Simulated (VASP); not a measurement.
The system is La2AlF.

```
CELL_PARAMETERS angstrom
4.00775 0.00000 0.00000
-2.00387 3.47081 0.00000
0.00000 0.00000 6.12240
ATOMIC_POSITIONS crystal
La 0.33333 0.66667 0.75165
La 0.66667 0.33333 0.24835
Al 0.00000 0.00000 0.00000
F 0.00000 0.00000 0.50000
```

```yaml
Program: VASP 6.6.1
Task: relaxation of cell and atoms
Functional: PBE
Potentials_or_basis: VASP PAW PBE potentials, release 64 (La, Al, F)
Cutoff: 600 eV
k_mesh: 6 × 6 × 4
Occupations: gaussian, width 0.1 eV
Spin: no spin polarisation
```

At the start: pressure 17.9 GPa; volume 21.29 Å³/atom.

Where does the relaxation end?

Over 13 steps the energy falls by 537.0 meV/atom and the volume is 24.28 Å³/atom (+14.0 %); space group P-3m1 (No. 164, to 0.05 Å).

The path:
| step | energy change (eV) | largest force (eV/Å) | pressure (GPa) | volume (Å³) |
| --- | --- | --- | --- | --- |
| 1 | 0.0000 | 2.9266 | 17.94 | 85.16 |
| 2 | -1.1647 | 0.1429 | -4.69 | 118.05 |
| 3 | -1.3166 | 0.6352 | -0.96 | 107.63 |
| 4 | -1.4831 | 0.6452 | -1.11 | 106.52 |
| 5 | -1.9834 | 0.3121 | -1.45 | 102.56 |
| 6 | -1.7228 | 1.0141 | 3.32 | 92.12 |
| 7 | -2.1248 | 0.2286 | -0.71 | 99.00 |
| 8 | -2.1247 | 0.2007 | -0.78 | 99.21 |
| 9 | -2.1326 | 0.1594 | 0.91 | 95.91 |
| 10 | -2.1341 | 0.1731 | 0.43 | 96.82 |
| 11 | -2.1431 | 0.1031 | 0.24 | 96.95 |
| 12 | -2.1473 | 0.0046 | -0.07 | 97.17 |
| 13 | -2.1478 | 0.0269 | 0.02 | 97.12 |

Final structure:
```cif
data_structure
_symmetry_space_group_name_H-M 'P 1'
_symmetry_Int_Tables_number 1
_cell_length_a 3.7859
_cell_length_b 3.7859
_cell_length_c 7.8241
_cell_angle_alpha 90.000
_cell_angle_beta 90.000
_cell_angle_gamma 120.000
_cell_volume 97.12
loop_
_atom_site_label
_atom_site_type_symbol
_atom_site_fract_x
_atom_site_fract_y
_atom_site_fract_z
_atom_site_occupancy
La1 La 0.33333 0.66667 0.71184 1
La2 La 0.66667 0.33333 0.28816 1
Al1 Al 0.00000 0.00000 0.00000 1
F1 F 0.00000 0.00000 0.50000 1
```
